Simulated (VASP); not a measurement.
Wanted: the native input for a VASP 6.6.1 run.

```yaml
Task: single point
Functional: PBEsol
Potentials_or_basis: VASP PAW PBE potentials, release 64 (Al, Ni)
Cutoff: 520 eV
k_mesh: 16 × 16 × 16
Occupations: gaussian, width 0.15 eV
Spin: no spin polarisation
Dipole_correction: no
Further_INCAR_settings: ALGO = Normal; EDIFF = 1e-06; NBANDS = 14
```

The structure of AlNi lies in POSCAR:

```
AlNi
1.0
    2.8855765085      0.0000000000      0.0000000000
    0.0000000000      2.8855765085      0.0000000000
    0.0000000000      0.0000000000      2.8855765085
Al Ni
1 1
Direct
    0.0000000000      0.0000000000     -0.0331956196
    0.5000000000      0.5000000000      0.5152601295
```

This cell differs from its parent crystal: atoms displaced along a vibrational mode, the cell strained.

One way to write it, as run:

INCAR

```
ALGO = Normal
EDIFF = 1E-6
ENCUT = 520
GGA = PS
ISIF = 2
ISMEAR = 0
LASPH = True
LCHARG = True
LELF = True
LREAL = False
LVHAR = True
LWAVE = False
NBANDS = 14
NELM = 100
PREC = Accurate
SIGMA = 0.15
```

KPOINTS

```
k-points
0
Gamma
  16 16 16
```

Potentials or basis: VASP PAW PBE potentials, release 64 (Al, Ni).

The run is started by

```bash
$ cat potpaw_PBE.64/Al/POTCAR potpaw_PBE.64/Ni/POTCAR > POTCAR
$ mpirun -np 1 vasp_std > vasp.out
```

Results of the run:

```yaml
Pressure: -2.6 GPa
Largest_force: 0.793 eV/Å
Band_gap_on_the_k_mesh: zero (an odd number of electrons rules out a gap without spin polarisation)
```

Caveat: the cell differs from its parent crystal (atoms displaced along a vibrational mode, the cell strained); the PAW data sets were made with another functional, which shifts forces and pressure a little.

Run time: 78 s on 1 thread of AMD EPYC 9R45 96-Core Processor (Zen 5), on a shared host, peak memory 0.22 GiB.
